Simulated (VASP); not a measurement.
Runs of VASP 6.6.1 on BP. The structure is that of space group I-4m2 (No. 119), or close to it. The cells are those of the table. 

| cell | gap on the mesh (eV) | pressure (GPa) |
| --- | --- | --- |
| a = 3.458, b = 3.458, c = 3.690 Å, angles 57.8, 57.8, 64.5°, 2 atoms | none | (b) |
| a = 2.978, b = 2.978, c = 2.728 Å, angles 62.7, 62.7, 54.5°, 2 atoms | none | 95.4 |
| a = 3.034, b = 3.034, c = 2.848 Å, angles 62.0, 62.0, 56.0°, 2 atoms | none | (a) |
| a = 3.426, b = 3.426, c = 3.630 Å, angles 58.0, 58.0, 64.0°, 2 atoms | - | -24.2 |
| a = 3.394, b = 3.394, c = 3.570 Å, angles 58.3, 58.3, 63.5°, 2 atoms | 0.15 | -22.3 |

Alike in all rows: task single point; level PBE; potentials or basis VASP PAW PBE potentials, release 64 (B, P); no spin polarisation; k mesh 10 × 10 × 10; cutoff (eV) 520; smearing gaussian 0.05 eV.

Estimate the missing entries.

(a) 61.2; (b) -25.6.

A k mesh can miss the band edges.

A gap of «none» marks levels without a gap at the run's occupations.
